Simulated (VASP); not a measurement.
ZrB2, 3 atoms in the cell. Symmetry: P6/mmm, No. 191, hexagonal system. The conventional cell has a = 3.171 Å, b = 3.171 Å, c = 3.544 Å, α = 90.00°, β = 90.00°, γ = 120.00°. Within 3.4 Å of Zr (site symmetry 6/mmm) lie 12 B at 2.55 Å and 6 Zr at 3.17 Å. Within 2.4 Å of B (site symmetry -6m2) lie 3 B at 1.83 Å. 

- Program: VASP 6.6.1
- Task: single point
- Functional: PBE
- Potentials or basis: VASP PAW PBE potentials, release 64 (Zr_sv, B)
- Cutoff: 520 eV
- k mesh: 10 × 10 × 8
- Occupations: fermi-dirac, width 0.1 eV
- Spin: no spin polarisation
- Dipole correction: no
- Further INCAR settings: ALGO = Normal; EDIFF = 1e-06; NBANDS = 16

Potentials or basis: VASP PAW PBE potentials, release 64 (Zr_sv, B).

Command:

```bash
$ cat potpaw_PBE.64/Zr_sv/POTCAR potpaw_PBE.64/B/POTCAR > POTCAR
$ mpirun -np 1 vasp_std > vasp.out
```

Hardware: 1 thread of AMD EPYC 9R45 96-Core Processor (Zen 5), on a shared host.

Task: How long does it take, and how much memory?

Result: It took 15 s on 1 thread of AMD EPYC 9R45 96-Core Processor (Zen 5) (shared host), peak memory 0.13 GiB. Counts: scf iterations 13, k points 70.
